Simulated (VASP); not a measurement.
## Ga: single point with PBEsol

Ga:

```
CELL_PARAMETERS angstrom
2.52547 0.00000 -0.00557
0.00000 2.81814 0.00000
-1.22912 0.00000 3.86759
ATOMIC_POSITIONS crystal
Ga 0.13911 0.75000 0.76548
Ga 0.86089 0.25000 0.23452
```

```
Program                : VASP 6.6.1
Task                   : single point
Functional             : PBEsol
Potentials or basis    : VASP PAW PBE potentials, release 64 (Ga_d)
Cutoff                 : 520 eV
k mesh                 : 10 × 8 × 7
Occupations            : fermi-dirac, width 0.05 eV
Spin                   : no spin polarisation
Dipole correction      : no
Further INCAR settings : ALGO = Normal; EDIFF = 1e-07; NBANDS = 20
```

```yaml
Pressure: 30.2 GPa
Largest_force: 0.006 eV/Å
Band_gap_on_the_k_mesh: zero (bands 13 and 14 overlap by 11.49 eV)
```

Forces in eV/Å, atoms in the order of the input:
```
Ga   0.000  0.000 -0.006
Ga   0.000  0.000  0.006
```

Stress tensor (GPa, compression positive):
```
30.21  0.00  0.00
 0.00 30.12  0.00
 0.00  0.00 30.20
```

Levels at points of the mesh, in eV from the Fermi level:
| k point | band 11 | band 12 | band 13 | band 14 | band 15 | band 16 |
| --- | --- | --- | --- | --- | --- | --- |
| (0.00, 0.00, 0.00) | -14.03 | -4.23 | -2.29 | 3.90 | 8.20 | 11.05 |
| (0.50, 0.00, 0.00) | -7.20 | -6.93 | -2.75 | -0.40 | 7.19 | 9.69 |
| (0.00, 0.50, 0.00) | -8.94 | -8.94 | 1.25 | 1.25 | 2.17 | 2.17 |
| (0.50, 0.50, 0.00) | -3.19 | -3.19 | -1.27 | -1.27 | 2.02 | 2.02 |

Wall time 80 s on 1 thread of Intel(R) Xeon(R) Platinum 8259CL CPU @ 2.50GHz (Skylake/Cascade Lake), on a shared host, peak memory 0.2 GiB.

Caveat: the cell stands under pressure; the PAW data sets were made with another functional, which shifts forces and pressure a little.
